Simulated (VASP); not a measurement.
# Ti in VASP: notebook

The runs below take Ti through single point, relaxation of cell and atoms, with PBE.

Program: VASP 6.6.1. These are calculated values, not measurements. Logs are shortened: lines on timing, memory, paths and dates and some standing lists are left out, and cuts for length are marked.

## Step 1: The cell of the first run

Symmetry: Im-3m, No. 229, cubic system. Conventional cell: a = 3.361 Å, b = 3.361 Å, c = 3.361 Å, α = 90.00°, β = 90.00°, γ = 90.00°. Ti (site symmetry m-3m) has 14 Ti at 2.91 to 3.36 Å within 3.8 Å.

## Step 2: Single point, PBE (volume scaled by 1.10)

INCAR reads:

```
PREC     = Accurate       # precision mode
ENCUT    = 520            # plane-wave cutoff, eV
EDIFF    = 1E-6           # SCF threshold, eV
ISMEAR   = 0              # smearing method
SIGMA    = 0.1            # smearing width, eV
LREAL    = F              # projectors in reciprocal space
LASPH    = T              # aspherical terms in the spheres
NELM     = 80             # most SCF steps
ALGO     = Normal         # electronic algorithm
ISIF     = 2              # what is computed and relaxed
LWAVE    = F              # write WAVECAR
LCHARG   = T              # write CHGCAR
GGA      = PE             # functional
LELF     = T              # ELF
LVHAR    = T            
NBANDS   = 12             # bands
```

KPOINTS reads:

```
regular mesh
0
Gamma
  18 18 18
```

POSCAR reads:

```
Ti
1.0
   -1.6802968107      1.6802968107      1.6802968107
    1.6802968107     -1.6802968107      1.6802968107
    1.6802968107      1.6802968107     -1.6802968107
Ti
1
Direct
    0.0000000000      0.0000000000      0.0000000000
```

Potentials or basis: VASP PAW PBE potentials, release 64 (Ti_sv).

Launch:

```sh
> cat potpaw_PBE.64/Ti_sv/POTCAR > POTCAR
> mpirun -np 1 vasp_std > vasp.out
```

OUTCAR:

```text
PREC = Accurate
   ENCUT = 520
   EDIFF = 1E-6
   ISMEAR = 0
   LREAL = F
   LASPH = T
   NELM = 80
   ISIF = 2
   GGA = PE

 ion  position               nearest neighbor table
   1  0.000  0.000  0.000-

  LATTYP: Found a body centered cubic cell.
 ALAT       =     3.3605936214

  Lattice vectors:

 A1 = (  -1.6802968107,   1.6802968107,   1.6802968107)
 A2 = (   1.6802968107,  -1.6802968107,   1.6802968107)
 A3 = (   1.6802968107,   1.6802968107,  -1.6802968107)

Analysis of symmetry for initial positions (statically):
=====================================================================
 Subroutine PRICEL returns:
 Original cell was already a primitive cell.

 Routine SETGRP: Setting up the symmetry group for a
 body centered cubic supercell.

 Subroutine GETGRP returns: Found 48 space group operations
 (whereof 48 operations were pure point group operations)
 out of a pool of 48 trial point group operations.

The static configuration has the point symmetry O_h .

Analysis of symmetry for dynamics (positions and initial velocities):
=====================================================================
 Subroutine PRICEL returns:
 Original cell was already a primitive cell.

 Routine SETGRP: Setting up the symmetry group for a
 body centered cubic supercell.

 Subroutine GETGRP returns: Found 48 space group operations
 (whereof 48 operations were pure point group operations)
 out of a pool of 48 trial point group operations.

The dynamic configuration has the point symmetry O_h .

 Subroutine INISYM returns: Found 48 space group operations
 (whereof 48 operations are pure point group operations),
 and found     1 'primitive' translations

----------------------------------------------------------------------------------------

                                     Primitive cell

  volume of cell :      18.9766

  direct lattice vectors                    reciprocal lattice vectors
    -1.680296811  1.680296811  1.680296811     0.000000000  0.297566476  0.297566476
     1.680296811 -1.680296811  1.680296811     0.297566476  0.000000000  0.297566476
     1.680296811  1.680296811 -1.680296811     0.297566476  0.297566476  0.000000000

  length of vectors
     2.910359448  2.910359448  2.910359448     0.420822546  0.420822546  0.420822546

  position of ions in fractional coordinates (direct lattice)
     0.000000000  0.000000000  0.000000000

  ion indices of the primitive-cell ions
   primitive index   ion index
                 1           1

----------------------------------------------------------------------------------------

 KPOINTS: regular mesh

Automatic generation of k-mesh.
 Grid dimensions read from file:
 generate k-points for:   18   18   18

 Generating k-lattice:

  Cartesian coordinates                     Fractional coordinates (reciprocal lattice)
     0.000000000  0.016531471  0.016531471     0.055555556  0.000000000  0.000000000
     0.016531471  0.000000000  0.016531471     0.000000000  0.055555556  0.000000000
     0.016531471  0.016531471  0.000000000     0.000000000  0.000000000  0.055555556

  Length of vectors
     0.023379030  0.023379030  0.023379030

  Shift w.r.t. Gamma in fractional coordinates (k-lattice)
     0.000000000  0.000000000  0.000000000

 Subroutine IBZKPT returns following result:
 ===========================================

 Found    195 irreducible k-points:

 Following reciprocal coordinates:
            Coordinates               Weight
  0.000000  0.000000  0.000000      1.000000
  0.055556  0.000000  0.000000     12.000000
  0.111111  0.000000  0.000000     12.000000
  0.166667  0.000000  0.000000     12.000000
  0.222222  0.000000  0.000000     12.000000
  0.277778  0.000000  0.000000     12.000000
[... 16 lines left out ...]
  0.333333  0.111111  0.000000     48.000000
  0.388889  0.111111  0.000000     48.000000
 [... further k-points ...]
   k-points           NKPTS =    195   k-points in BZ     NKDIM =    195   number of bands    NBANDS=     12
   number of dos      NEDOS =    301   number of ions     NIONS =      1
   total plane-waves  NPLWV =  13824
   dimension x,y,z NGX =    24 NGY =   24 NGZ =   24
   dimension x,y,z NGXF=    48 NGYF=   48 NGZF=   48
   ions per type =               1
   NGX,Y,Z   is equivalent  to a cutoff of  13.71, 13.71, 13.71 a.u.
   NGXF,Y,Z  is equivalent  to a cutoff of  27.42, 27.42, 27.42 a.u.
 SYSTEM =  unknown system
   PREC   = accura    normal or accurate (medium, high low for compatibility)
   ISTART =      0    job   : 0-new  1-cont  2-samecut
   ICHARG =      2    charge: 1-file 2-atom 10-const
   ISPIN  =      1    spin polarized calculation?
   LNONCOLLINEAR =      F non collinear calculations
   LSORBIT =      F    spin-orbit coupling
   LASPH  =      T    aspherical Exc in radial PAW
   ENCUT  =  520.0 eV  38.22 Ry    6.18 a.u.   5.41  5.41  5.41*2*pi/ulx,y,z
   NELM   =     80;   NELMIN=  2; NELMDL= -5     # of ELM steps
   EDIFF  = 0.1E-05   stopping-criterion for ELM
   LREAL  =      F    real-space projection
   EDIFFG = 0.1E-04   stopping-criterion for IOM
   NSW    =      0    number of steps for IOM
   IBRION =     -1    ionic relax: 0-MD 1-quasi-New 2-CG
   NFREE  =      0    steps in history (QN), initial steepest desc. (CG)
   ISIF   =      2    stress and relaxation
   ISYM   =      2    0-nonsym 1-usesym 2-fastsym
   POTIM  = 0.5000    time-step for ionic-motion
   TEBEG  =    0.0;   TEEND  =   0.0 temperature during run
   PSTRESS=    0.0 pullay stress
   NELECT =      12.0000    total number of electrons
   NUPDOWN=      -1.0000    fix difference up-down
   EMIN   =  10.00;   EMAX   =-10.00  energy-range for DOS
   EFERMI =   0.00;   METHOD = LEGACY
   ISMEAR =     0;   SIGMA  =   0.10  broadening in eV -4-tet -1-fermi 0-gaus
   EFERMI_NEDOS =   21; number of points for ismear=-14 and -15
   IALGO  =     38    algorithm
   IMIX   =      4    mixing-type and parameters
     AMIX     =   0.40;   BMIX     =  1.00
     AMIX_MAG =   1.60;   BMIX_MAG =  1.00
  volume/ion in A,a.u.               =      18.98       128.06
  Fermi-wavevector in a.u.,A,eV,Ry     =   1.405171  2.655389 26.864787  1.974506
  Thomas-Fermi vector in A             =   2.527659
   LORBIT       =      0    0 simple, 1 ext, 2 COOP (PROOUT), +10 PAW based schemes
   GGA     = PE    functional components
   LHFCALC =     F    Hartree Fock is set to
   AEXX    =    0.0000 exact exchange contribution
   IVDW    =     0    specifies the selected vdW correction
   LEPSILON=     F    determine dielectric tensor
   LRPA    =     F    only Hartree local field effects (RPA)
 non-spin polarized calculation
 Gauss-broadening in eV      SIGMA  =   0.10
  energy-cutoff  :      520.00
  volume of cell :       18.98
 maximum number of plane-waves:       531
 NGX is ok and might be reduce to    24

 number of electron      12.0000000 magnetization

 Free energy of the ion-electron system (eV)
  ---------------------------------------------------
  ext. energy  EPLUGINS =         0.00000000
  ---------------------------------------------------
  free energy    TOTEN  =        -7.67934763 eV

  energy without entropy =       -7.66709780  energy(sigma->0) =       -7.67322272

 E-fermi :   7.2020     XC(G=0): -11.0845

 val. band max:        7.1804650506   @ k =   0.2222   0.1111   0.0556
 cond. band min:       7.2082276886   @ k =  -0.4444   0.4444   0.1111
 fundamental gap:      0.0277626381
 Fermi energy:         7.2019778978

 k-point     1 :       0.0000    0.0000    0.0000
  band No.  band energies     occupation
      1     -49.5131      2.00000
      2     -25.4584      2.00000
      3     -25.4584      2.00000
      4     -25.4584      2.00000
      5       1.4495      2.00000
      6       8.1036      0.00000
      7       8.1036      0.00000
      8       8.1036      0.00000
      9       9.6759      0.00000
     10       9.6759      0.00000
     11      23.9839      0.00000
     12      23.9839      0.00000

 k-point     2 :       0.0556    0.0000    0.0000
  band No.  band energies     occupation
      1     -49.5104      2.00000
      2     -25.4741      2.00000
      3     -25.4634      2.00000
      4     -25.4585      2.00000
      5       1.5471      2.00000
      6       8.0611      0.00000
      7       8.0925      0.00000
      8       8.1717      0.00000
      9       9.6267      0.00000
     10       9.6785      0.00000
     11      23.7782      0.00000
     12      23.9630      0.00000

 k-point     3 :       0.1111    0.0000    0.0000
  band No.  band energies     occupation
      1     -49.5025      2.00000
      2     -25.5189      2.00000
      3     -25.4775      2.00000
      4     -25.4586      2.00000
      5       1.8341      2.00000
      6       7.9414      0.00000
      7       8.0437      0.00000
      8       8.3722      0.00000
      9       9.5128      0.00000
     10       9.6878      0.00000
     11      23.1531      0.00000
     12      23.8097      0.00000
[... 286 lines left out ...]
 k-point    23 :       0.3333    0.1111    0.0000
  band No.  band energies     occupation
      1     -49.4296      2.00000
      2     -25.8921      2.00000
      3     -25.6150      2.00000
      4     -25.4814      2.00000
      5       4.8973      2.00000
      6       6.9937      1.99678
      7       7.3672      0.01946
      8       9.5345      0.00000
      9       9.9963      0.00000
     10      10.9019      0.00000
     11      16.4246      0.00000
     12      19.8618      0.00000

 k-point    24 :       0.3889    0.1111    0.0000
  band No.  band energies     occupation
      1     -49.4221      2.00000
      2     -25.9276      2.00000
      3     -25.6321      2.00000
      4     -25.4819      2.00000
      5       5.1296      2.00000
      6       6.9179      1.99994
      7       7.5801      0.00000
      8       9.5920      0.00000
      9      10.0669      0.00000
     10      11.2956      0.00000
     11      15.3934      0.00000
     12      19.5310      0.00000

 [... further k-points ...]

------------------------ aborting loop because EDIFF is reached ----------------------------------------

  FORCE on cell =-STRESS in cart. coord.  units (eV):
  Direction    XX          YY          ZZ          XY          YZ          ZX
  --------------------------------------------------------------------------------------
  -------------------------------------------------------------------------------------
  Total       -1.0372021     -1.0372021     -1.0372021     -0.0000000      0.0000000      0.0000000
  in kB      -87.5701237    -87.5701237    -87.5701237     -0.0000000      0.0000000      0.0000000
  external PRESSURE =     -87.5701237 kB  Pullay stress =       0.0000000 kB

 VOLUME and BASIS-vectors are now :
 -----------------------------------------------------------------------------
  energy-cutoff  :      520.00
  volume of cell :       18.98
      direct lattice vectors                 reciprocal lattice vectors
    -1.680296811  1.680296811  1.680296811     0.000000000  0.297566476  0.297566476
     1.680296811 -1.680296811  1.680296811     0.297566476  0.000000000  0.297566476
     1.680296811  1.680296811 -1.680296811     0.297566476  0.297566476  0.000000000

 POSITION                                       TOTAL-FORCE (eV/Angst)
 -----------------------------------------------------------------------------------
      0.00000      0.00000      0.00000         0.000000     -0.000000     -0.000000
 -----------------------------------------------------------------------------------
    total drift:                               -0.000000      0.000000      0.000000

  FREE ENERGIE OF THE ION-ELECTRON SYSTEM (eV)
  ---------------------------------------------------
  free  energy   TOTEN  =        -7.6793476330 eV

  energy  without entropy=       -7.6670977977  energy(sigma->0) =       -7.67322272
```

Run time: 24 s. Hardware: 1 thread of AMD EPYC 9R45 (Zen 5), shared host; peak memory 0.13 GiB.

Results:

| Quantity | Value |
| --- | --- |
| Free energy | -7.6793 eV |
| Pressure | -8.8 GPa |
| Band gap on the k mesh | zero (band 6 reaches 8.10 eV, above the bottom of band 7 at 6.60 eV) |

Caveat: the cell differs from its parent crystal (volume scaled by 1.10).

## Step 3: Single point, PBE

This run uses another cell than the first one: it holds 6 atoms, not 1.

INCAR reads:

```
SYSTEM = Ti
PREC = Accurate ; ENCUT = 500
EDIFF = 1E-6 ; ISMEAR = 0
SIGMA = 0.1 ; LREAL = .False.
LASPH = .True. ; NELM = 120
ALGO = Normal ; ISIF = 2
LWAVE = .False. ; LCHARG = .True.
GGA = PE ; LELF = .True.
LVHAR = .True. ; NBANDS = 45
GGA_COMPAT = .False.
```

KPOINTS reads:

```
Automatic mesh
0
Gamma
  12 12 6
  0 0 0
```

POSCAR reads:

```
Ti
1.0
    0.0000000000      3.2561370252     -3.2561370252
    3.2561370252     -3.2561370252      0.0000000000
   -3.2501777372     -3.2501777372     -3.2501777372
Ti
6
Direct
    0.6666666667      0.3333333333      0.8333333333
    0.3333333333      0.6666666667      0.6666666667
    0.0000000000      0.0000000000      0.5000000000
    0.6666666667      0.3333333333      0.3333333333
    0.3333333333      0.6666666667      0.1666666667
    0.0000000000      0.0000000000      0.0000000000
```

Potentials or basis: VASP PAW PBE potentials, release 64 (Ti_sv).

Launch:

```sh
> cat potpaw_PBE.64/Ti_sv/POTCAR > POTCAR
> mpirun -np 1 vasp_std > vasp.out
```

Wall time 9.6 min (1 thread of Intel Xeon Platinum 8259CL at 2.50GHz (Skylake/Cascade Lake), shared host); peak memory 0.42 GiB.

The run converged. Its results:

```yaml
Free_energy: -46.3839 eV
Pressure: -0.2 GPa
Band_gap_on_the_k_mesh: zero (band 36 reaches 8.53 eV, above the bottom of band 37 at 7.65 eV)
```

Levels at points of the mesh, in eV from the Fermi level:
```
           k point  band 32  band 33  band 34  band 35  band 36  band 37  band 38  band 39  band 40  band 41
(0.00, 0.00, 0.00)    -0.53    -0.53    -0.53    -0.53    -0.52    -0.52    -0.52    -0.52     0.98     1.00
(0.50, 0.00, 0.00)    -0.99    -0.41    -0.40     0.06     0.06     0.20     0.20     0.47     0.47     1.15
(0.00, 0.00, 0.50)    -0.62    -0.62    -0.62    -0.61    -0.61     0.44     0.44     0.44     0.44     1.19
(0.50, 0.00, 0.50)    -0.35    -0.25    -0.25    -0.15    -0.15    -0.06    -0.06     0.03     0.03     1.30
```

## Step 4: Relaxation of cell and atoms, PBE

This run uses another cell than the first one: it holds 6 atoms, not 1.

INCAR reads:

```
SYSTEM = Ti
ALGO = Normal ; EDIFF = 1E-7
EDIFFG = -0.015 ; ENCUT = 500
GGA = PE ; GGA_COMPAT = .False.
IBRION = 2 ; ISIF = 3
ISMEAR = 0 ; LASPH = .True.
LCHARG = .False. ; LREAL = .False.
LWAVE = .False. ; NELM = 120
NELMIN = 4 ; NSW = 80
PREC = Accurate ; SIGMA = 0.1
```

KPOINTS reads:

```
k-points
0
Gamma
  12 12 6
  0 0 0
```

POSCAR, as its differences from that of step 3:

```diff
@@ -2,5 +2,5 @@
 1.0
-    0.0000000000      3.2561370252     -3.2561370252
-    3.2561370252     -3.2561370252      0.0000000000
-   -3.2501777372     -3.2501777372     -3.2501777372
+    0.0000000000      3.2555055267     -3.2555055267
+    3.2555055267     -3.2555055267      0.0000000000
+   -3.2555055267     -3.2555055267     -3.2555055267
 Ti
```

Launch:

```sh
> cat potpaw_PBE.64/Ti_sv/POTCAR > POTCAR
> mpirun -np 1 vasp_std > vasp.out
```

Run time: 28 min. Hardware: 1 thread of Intel Xeon Platinum 8259CL at 2.50GHz (Skylake/Cascade Lake), shared host; peak memory 0.42 GiB.

Results (log left out):

| Quantity | Value |
| --- | --- |
| Free energy | -46.3841 eV |
| Relaxed volume | 17.19 Å³/atom |
| Relaxed cell | a = 4.600 Å, b = 4.600 Å, c = 5.629 Å, α = 90.00°, β = 90.00°, γ = 120.00° |
| Space group after relaxing (to 0.05 Å) | Im-3m (No. 229) |
| Energy gained by relaxing | 0.1 meV/atom |
| Ionic steps | 3 |
| Pressure after relaxing | 0.0 GPa |
| Band gap on the k mesh | zero (band 36 reaches 8.56 eV, above the bottom of band 37 at 7.68 eV) |

Step by step:
```
step  energy change (eV)  largest force (eV/Å)  pressure (GPa)  volume (Å³)
   1              0.0000                0.0000           -0.37       103.51
   2             -0.0003                0.0000            0.24       102.92
   3             -0.0005                0.0000            0.01       103.14
```

Final structure:
```cif
data_structure
_symmetry_space_group_name_H-M 'P 1'
_symmetry_Int_Tables_number 1
_cell_length_a 4.5995
_cell_length_b 4.5995
_cell_length_c 5.6294
_cell_angle_alpha 90.000
_cell_angle_beta 90.000
_cell_angle_gamma 120.000
_cell_volume 103.14
loop_
_atom_site_label
_atom_site_type_symbol
_atom_site_fract_x
_atom_site_fract_y
_atom_site_fract_z
_atom_site_occupancy
Ti1 Ti 0.66667 0.33333 0.83333 1
Ti2 Ti 0.33333 0.66667 0.66667 1
Ti3 Ti 0.00000 0.00000 0.50000 1
Ti4 Ti 0.66667 0.33333 0.33333 1
Ti5 Ti 0.33333 0.66667 0.16667 1
Ti6 Ti 0.00000 0.00000 0.00000 1
```

Levels at points of the mesh, in eV from the Fermi level:
```tsv
k point	band 33	band 34	band 35	band 36	band 37	band 38	band 39	band 40
(0.00, 0.00, 0.00)	-0.53	-0.53	-0.53	-0.52	-0.52	-0.52	-0.52	0.99
(0.50, 0.00, 0.00)	-0.41	-0.41	0.06	0.06	0.20	0.20	0.47	0.47
(0.00, 0.00, 0.50)	-0.62	-0.62	-0.62	-0.62	0.44	0.44	0.44	0.44
(0.50, 0.00, 0.50)	-0.25	-0.25	-0.15	-0.15	-0.06	-0.06	0.03	0.03
```

## Step 5: The runs side by side

| task | cell | k mesh | cutoff (eV) | gap on the mesh (eV) | pressure (GPa) |
| --- | --- | --- | --- | --- | --- |
| single point | a = 2.910 Å, angles 109.5°, 1 atom | 18 × 18 × 18 | 520 | none | -8.8 |
| single point | a = 4.605, b = 4.605, c = 5.629 Å, angles 90.0, 90.0, 120.0°, 6 atoms | 12 × 12 × 6 | 500 | none | -0.2 |
| relaxation of cell and atoms | relaxed from a = 4.604, b = 4.604, c = 5.639 Å, angles 90.0, 90.0, 120.0°, 6 atoms | 12 × 12 × 6 | 500 | none | 0.0 |

Alike in all rows: level PBE; potentials or basis VASP PAW PBE potentials, release 64 (Ti_sv); no spin polarisation; smearing gaussian 0.1 eV.

Absolute energies hang on the potentials; compare differences alone.
